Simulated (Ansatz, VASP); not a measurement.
Te in VASP and in Ansatz

```
CELL_PARAMETERS angstrom
2.30590 1.33131 1.69095
-2.30590 1.33131 1.69095
0.00000 -2.66263 1.69095
ATOMIC_POSITIONS crystal
Te 0.50000 0.50000 0.50000
```

Alike in both runs: task single point; functional PBEsol; k mesh 5 × 5 × 5; occupations fermi-dirac, width 0.03 eV; no spin polarisation.

|  | VASP | Ansatz |
| --- | --- | --- |
| version | VASP 6.6.1 | Ansatz 0.2.0 |
| potentials or method | VASP PAW PBE potentials, release 64 (Te), cutoff 520 eV | all-electron LAPW, scalar-relativistic |

|  | VASP | Ansatz | Ansatz less VASP |
| --- | --- | --- | --- |
| gap on the k mesh at the Fermi level (eV) | none | none | - |
| pressure (GPa) | -0.7 | -0.8 | -0.02 |
| traceless stress, the component that is largest in VASP (GPa) | -0.19 | -0.18 | +0.009 |

VASP's potentials were made for PBE, not for PBEsol. A gap of «none» marks a metal or a gap that the smearing closes. Ansatz ran all-electron here, and VASP with PAW potentials.

The k mesh is coarse, so the values compare programs but aren't converged. Neither program's run includes spin-orbit coupling. Noted on Ansatz's run: the k mesh is thin for a metal, which can move the energy by tens of meV per atom.
